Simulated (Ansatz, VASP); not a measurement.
# One calculation of Hf2Si3, two programs

```
CELL_PARAMETERS angstrom
3.73229 0.00000 0.00000
-1.86614 3.23226 0.00000
0.00000 0.00000 7.05293
ATOMIC_POSITIONS crystal
Hf 0.00000 0.00000 0.71764
Hf 0.00000 0.00000 0.28236
Si 0.33333 0.66667 0.00000
Si 0.66667 0.33333 0.00000
Si 0.00000 0.00000 0.00000
```

Alike in both runs: task single point; functional PBE; k mesh 6 × 6 × 4; occupations gaussian, width 0.1 eV; no spin polarisation.

```csv
,VASP,Ansatz
version,VASP 6.6.1,Ansatz 0.2.0
potentials or method,"VASP PAW PBE potentials, release 64 (Hf_pv, Si), cutoff 520 eV","scalar-relativistic, plane waves, PAW"
valence electrons in the cell,32,64
```

```tsv
	VASP	Ansatz	Ansatz less VASP
gap on the k mesh at the Fermi level (eV)	none	none	-
rms of the force components (eV/Å)	4.538	4.527	-0.0112
```

Atom by atom the forces differ by 0.011 eV/Å (rms over components). A gap of «none» marks a metal or a gap that the smearing closes. VASP's potentials hold 32 valence electrons a cell and Ansatz's 64, so a difference there can come from the potentials and not from the codes.

Neither program's run includes spin-orbit coupling.
